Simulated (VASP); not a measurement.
Runs of VASP 6.6.1 on HfC. The structure is that of space group F-43m (No. 216), or close to it. The cells are those of the table. 

```csv
task,cell,k mesh,cutoff (eV),smearing,gap on the mesh (eV),pressure (GPa),relaxed volume (Å³/atom)
single point,"a = 3.567 Å, angles 60.0°, 2 atoms",6 × 6 × 6,520,gaussian 0.1 eV,(a),-0.5,-
relaxation of cell and atoms,"relaxed from a = 3.723 Å, angles 60.0°, 2 atoms",6 × 6 × 6,600,gaussian 0.1 eV,0.35,-0.1,15.99
single point,"a = 3.567 Å, angles 60.0°, 2 atoms",12 × 12 × 12,520,gaussian 0.02 eV,0.29,(b),-
relaxation of cell and atoms,"relaxed from a = 3.567 Å, angles 60.0°, 2 atoms",12 × 12 × 12,600,gaussian 0.02 eV,0.29,0.0,16.00
single point,"a = 3.723 Å, angles 60.0°, 2 atoms",6 × 6 × 6,520,gaussian 0.1 eV,0.52,-16.3,-
```

Alike in all rows: level PBE; potentials or basis VASP PAW PBE potentials, release 64 (Hf_pv, C); no spin polarisation.

Task: Estimate the missing entries.

Result: (a) 0.36; (b) -0.4.

Caveats: spin-orbit coupling is left out, which moves the levels of the heavy elements.

A k mesh can miss the band edges, and the runs leave out spin-orbit coupling on Hf.
